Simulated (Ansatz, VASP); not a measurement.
**Two plane-wave programs on Sn3Br**

Contents of INCAR:

```
SYSTEM = Sn3Br
PREC = Accurate
ENCUT = 600
EDIFF = 1E-7
ISMEAR = 0
SIGMA = 0.1
LREAL = .False.
LASPH = .True.
NELM = 100
ALGO = Normal
ISIF = 3
LWAVE = .False.
LCHARG = .False.
GGA = PE
IBRION = 2
NSW = 90
EDIFFG = -0.04
```

KPOINTS

```
regular mesh
0
Gamma
  3 3 6
  0 0 0
```

File POSCAR:

```
Sn3Br
1.0
    6.7951636937      0.0000000000      0.0000000000
   -3.3975818468      5.8847843816      0.0000000000
    0.0000000000      0.0000000000      2.9482659082
Sn Br
3 1
Direct
    0.5000000000      0.0000000000      0.0000000000
    0.0000000000      0.5000000000      0.0000000000
    0.5000000000      0.5000000000      0.0000000000
    0.0000000000      0.0000000000      0.0000000000
```

Input for Ansatz:

```yaml
crystal:
  lattice:
    - [6.7951636937, 0.0, 0.0]
    - [-3.3975818468, 5.8847843816, 0.0]
    - [0.0, 0.0, 2.9482659082]
  atoms:
    - { symbol: Sn, position: [0.5, 0.0, 0.0] }
    - { symbol: Sn, position: [0.0, 0.5, 0.0] }
    - { symbol: Sn, position: [0.5, 0.5, 0.0] }
    - { symbol: Br, position: [0.0, 0.0, 0.0] }
basis:
  ecutwfc: 420
kpoints:
  mp_grid: { grid: [3, 3, 6] }
hamiltonian:
  xc: pbe
scf:
  occupations: { method: gaussian, width: 0.1 }
  lower_state_search: "off"
output:
  forces: true
  stress: true
  eigenvalues: true
relax:
  adjacent_minimum: "off"
  f_tol: 0.04
  max_steps: 70
  cell: { stress_tol: 0.4 }
```

Alike in both runs: task relaxation of cell and atoms; functional PBE; k mesh 3 × 3 × 6; occupations gaussian, width 0.1 eV; no spin polarisation.

|  | VASP | Ansatz |
| --- | --- | --- |
| version | VASP 6.6.1 | Ansatz 0.2.0 |
| potentials or method | VASP PAW PBE potentials, release 64 (Sn_d, Br), cutoff 600 eV | scalar-relativistic, plane waves, PAW |
| valence electrons in the cell | 49 | 49 |

|  | VASP | Ansatz | Ansatz less VASP |
| --- | --- | --- | --- |
| gap on the k mesh at the Fermi level, each at its own relaxed structure (eV) | none | none | - |
| relaxed volume (Å³/atom) | 29.66 | 29.78 | +0.117 |
| relaxed cell length with the largest relative difference (Å) | 3.226 | 3.233 | +0.0068 |

A gap of «none» marks a metal or a gap that the smearing closes.
